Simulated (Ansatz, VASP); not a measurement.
# One calculation of Sc2In, two programs

```
CELL_PARAMETERS angstrom
5.17409 0.00000 0.00000
-2.58705 4.48089 0.00000
0.00000 0.00000 6.46603
ATOMIC_POSITIONS crystal
Sc 0.00000 0.00000 0.00000
Sc 0.00000 0.00000 0.50000
Sc 0.33333 0.66667 0.75000
Sc 0.66667 0.33333 0.25000
In 0.33333 0.66667 0.25000
In 0.66667 0.33333 0.75000
```

Alike in both runs: task single point; functional LDA; k mesh 5 × 5 × 4; no spin polarisation.

```csv
,VASP,Ansatz
version,VASP 6.6.1,Ansatz 0.2.0
potentials or method,"VASP PAW LDA potentials, release 64 (Sc_sv, In_d), cutoff 520 eV","plane waves, PAW"
occupations,"methfessel-paxton of order 1, width 0.1 eV","cold, width 0.1 eV"
valence electrons in the cell,70,70
```

Ansatz gave:

| Quantity | Value |
| --- | --- |
| pressure (GPa) | -8.9 |
| traceless stress, the component that is largest in VASP (GPa) | 0.37 |

**Question.** Which values does VASP return?

**Answer.** Pressure (GPa): -8.8; traceless stress, the component that is largest in VASP (GPa): 0.31.

LDA's correlation is that of Perdew and Zunger in VASP and of Perdew and Wang (1992) in Ansatz.
